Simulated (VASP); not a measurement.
A run of VASP 6.6.1:

File POSCAR:

```
CaO
1.0
    0.0000000000      2.3993654360      2.3993654360
    2.3993654360      0.0000000000      2.3993654360
    2.3993654360      2.3993654360      0.0000000000
Ca O
1 1
Direct
    0.0000000000      0.0000000000      0.0000000000
    0.5000000000      0.5000000000      0.5000000000
```

INCAR.step1

```
ALGO     = Normal         # electronic algorithm
EDIFF    = 1E-4           # SCF threshold, eV
ENCUT    = 520            # plane-wave cutoff, eV
GGA      = PE             # functional
ISMEAR   = -1             # smearing method
LASPH    = True           # aspherical terms in the spheres
LCHARG   = False          # write CHGCAR
LREAL    = False          # projectors in reciprocal space
LWAVE    = True           # write WAVECAR
NBANDS   = 15             # bands
NELM     = 60             # most SCF steps
PREC     = Accurate       # precision mode
SIGMA    = 0.1            # smearing width, eV
```

INCAR.step2

```
ALGO     = Normal         # electronic algorithm
EDIFF    = 1E-6           # SCF threshold, eV
ENCUT    = 520            # plane-wave cutoff, eV
ISIF     = 2              # what is computed and relaxed
ISMEAR   = -1             # smearing method
ISTART   = 1            
LASPH    = True           # aspherical terms in the spheres
LCHARG   = True           # write CHGCAR
LELF     = True           # ELF
LMIXTAU  = True         
LREAL    = False          # projectors in reciprocal space
LVHAR    = True         
LWAVE    = False          # write WAVECAR
METAGGA  = R2SCAN         # meta-GGA
NBANDS   = 15             # bands
NELM     = 60             # most SCF steps
PREC     = Accurate       # precision mode
SIGMA    = 0.1            # smearing width, eV
```

File KPOINTS:

```
k-points
0
Gamma
  12 12 12
```

Potentials or basis: VASP PAW PBE potentials, release 64 (Ca_sv, O).

Command:

```console
$ cat potpaw_PBE.64/Ca_sv/POTCAR potpaw_PBE.64/O/POTCAR > POTCAR
$ cp INCAR.step1 INCAR
$ mpirun -np 1 vasp_std > vasp.out
$ cp INCAR.step2 INCAR
$ mpirun -np 1 vasp_std > vasp.out
```

Hardware: 1 thread of AMD EPYC 9R45 (Zen 5) (shared host).

Question: Estimate the wall time of this run.

Answer: Run time: 75 s on 1 thread of AMD EPYC 9R45 (Zen 5), on a shared host, peak memory 0.15 GiB. Counts: k points 72.
